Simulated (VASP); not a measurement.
Input of a VASP 6.6.1 run:

File INCAR:

```
PREC = Accurate
ENCUT = 520
EDIFF = 1E-6
ISMEAR = -1
SIGMA = 0.02
LREAL = False
LASPH = True
NELM = 80
ALGO = Normal
ISIF = 2
LWAVE = False
LCHARG = False
GGA = PS
NBANDS = 11
```

The input KPOINTS:

```
regular mesh
0
Gamma
  8 8 8
```

Contents of POSCAR:

```
Si
1.0
    0.0000000000      2.7168299795      2.7168299795
    2.7168299795      0.0000000000      2.7168299795
    2.7168299795      2.7168299795      0.0000000000
Si
2
Direct
    0.0000000000      0.0000000000      0.0000000000
    0.2500000000      0.2500000000      0.2500000000
```

Potentials or basis: VASP PAW PBE potentials, release 64 (Si).

Run with:

```sh
$ cat potpaw_PBE.64/Si/POTCAR > POTCAR
$ mpirun -np 1 vasp_std > vasp.out
```

Q: Predict the pressure.

A: 0.1 GPa.

Q: What does it give for the band gap on the k mesh?

A: 0.51 eV, indirect (least direct gap 2.52 eV).

Caveat: the PAW data sets were made with another functional, which shifts forces and pressure a little. A k mesh can miss the band edges.
